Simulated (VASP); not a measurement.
Crystal: BeTe.

```
Be Te
1.0
     0.00000    2.82862    2.82862
     2.82862    0.00000    2.82862
     2.82862    2.82862    0.00000
Be Te
1 1
Cartesian
  0.0000 0.0000 0.0000
  1.4143 1.4143 1.4143
```

Base run:

| Property | Result |
| --- | --- |
| Program | VASP 6.6.1 |
| Functional | PBE |
| Potentials or basis | VASP PAW PBE potentials, release 64 (Be, Te) |
| Cutoff | 520 eV |
| k mesh | 6 × 6 × 6 |
| Occupations | gaussian, width 0.01 eV |
| Spin | no spin polarisation |

Its results: band gap on the k mesh 2.01 eV, indirect (least direct gap 3.62 eV); pressure 0.4 GPa.

Question: After a change of settings the same cell gave: band gap on the k mesh 2.67 eV, indirect (least direct gap 4.48 eV); pressure -0.9 GPa. Which change was it?
A. functional from PBE to PBE0
B. k mesh from 6 × 6 × 6 to 8 × 8 × 8; further incar settings from ALGO = Normal; EDIFF = 1e-06; NBANDS = 11 to ALGO = Normal; EDIFF = 1e-07; NBANDS = 11
C. functional from PBE to HSE06; further incar settings from ALGO = Normal; EDIFF = 1e-06; NBANDS = 11 to ALGO = Normal; EDIFF = 1e-07; NBANDS = 11
D. functional from PBE to r2SCAN

Answer: C.

Caveats: spin-orbit coupling is left out, which moves the levels of the heavy elements; the PAW data sets were made with another functional, which shifts forces and pressure a little (some runs).
